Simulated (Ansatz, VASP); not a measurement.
Mo: VASP beside Ansatz

File INCAR:

```
SYSTEM = Mo
PREC = Accurate
ENCUT = 520
EDIFF = 1E-6
ISMEAR = 0
SIGMA = 0.15
LREAL = .False.
LASPH = .True.
NELM = 60
ALGO = Fast
ISIF = 2
LWAVE = .False.
LCHARG = .False.
GGA = PS
NBANDS = 13
```

KPOINTS

```
Automatic mesh
0
Gamma
  26 26 26
  0 0 0
```

The input POSCAR:

```
Mo
1.0
   -1.5646534271      1.5802999614      1.5646534271
    1.5646534271     -1.5802999614      1.5646534271
    1.5646534271      1.5802999614     -1.5646534271
Mo
1
Direct
    0.0000000000      0.0000000000      0.0000000000
```

Input for Ansatz:

```yaml
crystal:
  lattice:
    - [-1.5646534271, 1.5802999614, 1.5646534271]
    - [1.5646534271, -1.5802999614, 1.5646534271]
    - [1.5646534271, 1.5802999614, -1.5646534271]
  atoms:
    - { symbol: Mo, position: [0.0, 0.0, 0.0] }
basis:
  ecutwfc: 420
kpoints:
  mp_grid: { grid: [26, 26, 26] }
hamiltonian:
  xc: pbesol
scf:
  occupations: { method: gaussian, width: 0.15 }
output:
  forces: true
  stress: true
  eigenvalues: true
```

Change from the starting cell: strain +0.0100 x Voigt [0, 1, 0, 0, 0, 0], atoms carried along.

Alike in both runs: task single point; functional PBEsol; k mesh 26 × 26 × 26; occupations gaussian, width 0.15 eV; no spin polarisation.

```csv
,VASP,Ansatz
version,VASP 6.6.1,Ansatz 0.2.0
potentials or method,"VASP PAW PBE potentials, release 64 (Mo_sv), cutoff 520 eV","scalar-relativistic, plane waves, PAW"
valence electrons in the cell,14,14
```

```csv
,VASP,Ansatz,Ansatz less VASP
gap on the k mesh at the Fermi level (eV),none,none,-
pressure (GPa),-2.1,-2.6,-0.55
"traceless stress, the component that is largest in VASP (GPa)",-2.12,-2.12,0.000
```

VASP's potentials were made for PBE, not for PBEsol. A gap of «none» marks a metal or a gap that the smearing closes.
